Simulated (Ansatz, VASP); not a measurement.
**SiNi2: VASP beside Ansatz**

```
CELL_PARAMETERS angstrom
3.86849 0.00000 0.00000
-1.93425 3.35021 0.00000
0.00000 0.00000 4.91636
ATOMIC_POSITIONS crystal
Ni 0.66667 0.33333 0.25000
Ni 0.33333 0.66667 0.75000
Ni 0.00000 0.00000 0.00000
Ni 0.00000 0.00000 0.50000
Si 0.66667 0.33333 0.75000
Si 0.33333 0.66667 0.25000
```

Alike in both runs: functional PBEsol; k mesh 12 × 12 × 8; occupations gaussian, width 0.1 eV; no spin polarisation.

Ansatz relaxed the structure, and its values are those at the end. VASP's run is a single point on that final structure, the one shown.

```csv
,VASP,Ansatz
version,VASP 6.6.1,Ansatz 0.2.0
potentials or method,"VASP PAW PBE potentials, release 64 (Ni, Si), cutoff 520 eV","scalar-relativistic, plane waves, PAW"
valence electrons in the cell,48,80
```

Ansatz gave:

| Item | Value |
| --- | --- |
| gap on the k mesh at the Fermi level (eV) | none |
| pressure (GPa) | 0.0 |

Task: What did VASP give for the same quantities?

Result: gap on the k mesh at the Fermi level (eV): none; pressure (GPa): 0.2.

VASP's potentials were made for PBE, not for PBEsol. A gap of «none» marks a metal or a gap that the smearing closes. With one functional, cell and mesh, what is left measures potentials, basis and numerics. VASP's potentials hold 48 valence electrons a cell and Ansatz's 80, so a difference there can come from the potentials and not from the codes.
